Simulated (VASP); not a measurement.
Input of a VASP 6.6.1 run:

The input INCAR:

```
SYSTEM = MgO
PREC = Accurate
ENCUT = 600
EDIFF = 1E-6
ISMEAR = 0
SIGMA = 0.02
LREAL = .FALSE.
LASPH = .TRUE.
NELM = 120
ALGO = Normal
ISIF = 2
LWAVE = .FALSE.
LCHARG = .FALSE.
GGA = PE
NBANDS = 11
GGA_COMPAT = .FALSE.
```

File KPOINTS:

```
Automatic mesh
0
G
  8 8 8
  0 0 0
```

POSCAR

```
MgO
1.0
    0.0000000000      2.1050000000      2.1050000000
    2.1050000000      0.0000000000      2.1050000000
    2.1050000000      2.1050000000      0.0000000000
Mg O
1 1
Direct
    0.0000000000      0.0000000000      0.0000000000
    0.5000000000      0.5000000000      0.5000000000
```

Potentials or basis: VASP PAW PBE potentials, release 64 (Mg, O).

Run with:

```bash
$ cat potpaw_PBE.64/Mg/POTCAR potpaw_PBE.64/O/POTCAR > POTCAR
$ mpirun -np 1 vasp_std > vasp.out
```

(1) Estimate the band gap on the k mesh.

(2) What does it give for the pressure?

Results:

(1) 4.74 eV, direct.

(2) 3.9 GPa.
